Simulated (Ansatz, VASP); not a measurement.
**AgCl: VASP beside Ansatz**

Contents of INCAR:

```
SYSTEM = AgCl
  PREC = Accurate
  ENCUT = 520
  EDIFF = 1E-6
  ISMEAR = -1
  SIGMA = 0.02
  LREAL = .False.
  LASPH = .True.
  NELM = 60
  ALGO = Normal
  ISIF = 2
  LWAVE = .False.
  LCHARG = .False.
  GGA = PE
  NBANDS = 16
```

KPOINTS

```
Automatic mesh
0
Gamma
  8 8 8
  0 0 0
```

File POSCAR:

```
AgCl
1.0
    3.5439752393      0.0000000000      0.0000000000
    0.0000000000      3.5439752393      0.0000000000
    0.0000000000      0.0000000000      3.3955880419
Ag Cl
1 1
Direct
    0.0000000000      0.0000000000      0.0000000000
    0.5000000000      0.5000000000      0.5000000000
```

Input for Ansatz:

```yaml
crystal:
  lattice:
    - [3.5439752393, 0.0, 0.0]
    - [0.0, 3.5439752393, 0.0]
    - [0.0, 0.0, 3.3955880419]
  atoms:
    - { symbol: Ag, position: [0.0, 0.0, 0.0] }
    - { symbol: Cl, position: [0.5, 0.5, 0.5] }
kpoints:
  mp_grid: { grid: [8, 8, 8] }
  band_path:
    path: [[0.0, 0.0, 0.0], [0.0, 0.5, 0.0], [0.5, 0.5, 0.0], [0.5, 0.5, 0.5]]
    npoints: 1
hamiltonian:
  xc: pbe
scf:
  occupations: { method: fermi_dirac, width: 0.02 }
  n_extra_bands: 4
output:
  forces: true
  stress: true
  eigenvalues: true
  write_density: true
  write_potential: true
  elf: true
  volumetric_format: npy
```

Change from the starting cell: biaxial_xy strain +4.4%.

Alike in both runs: task single point; functional PBE; k mesh 8 × 8 × 8; occupations fermi-dirac, width 0.02 eV; no spin polarisation.

```csv
,VASP,Ansatz
version,VASP 6.6.1,Ansatz 0.2.0
potentials or method,"VASP PAW PBE potentials, release 64 (Ag, Cl)","plane waves, PAW"
plane-wave cutoff (eV),520,420
valence electrons in the cell,18,26
```

```csv
,VASP,Ansatz,Ansatz less VASP
pressure (GPa),-2.3,-2.2,+0.11
"traceless stress, the component that is largest in VASP (GPa)",1.33,1.32,-0.001
```

With one functional, cell and mesh, what is left measures potentials, basis and numerics. VASP's potentials hold 18 valence electrons a cell and Ansatz's 26, so a difference there can come from the potentials and not from the codes.
